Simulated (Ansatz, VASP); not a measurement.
## One calculation of Be, two programs

```
CELL_PARAMETERS angstrom
2.22830 0.00000 0.00000
-1.11415 1.92977 0.00000
0.00000 0.00000 3.51157
ATOMIC_POSITIONS crystal
Be 0.33333 0.66667 0.25000
Be 0.66667 0.33333 0.75000
```

Alike in both runs: functional LDA; k mesh 24 × 24 × 12; occupations gaussian, width 0.1 eV; no spin polarisation.

Ansatz relaxed the structure, and its values are those at the end. VASP's run is a single point on that final structure, the one shown.

|  | VASP | Ansatz |
| --- | --- | --- |
| version | VASP 6.6.1 | Ansatz 0.2.0 |
| potentials or method | VASP PAW LDA potentials, release 64 (Be), cutoff 520 eV | scalar-relativistic, plane waves, PAW |
| valence electrons in the cell | 4 | 4 |

VASP gave:

* gap on the k mesh at the Fermi level (eV): none
* pressure (GPa): 0.4

What did Ansatz give for the same quantities?

gap on the k mesh at the Fermi level (eV): none; pressure (GPa): 0.0.

LDA's correlation is that of Perdew and Zunger in VASP and of Perdew and Wang (1992) in Ansatz. A gap of «none» marks a metal or a gap that the smearing closes.
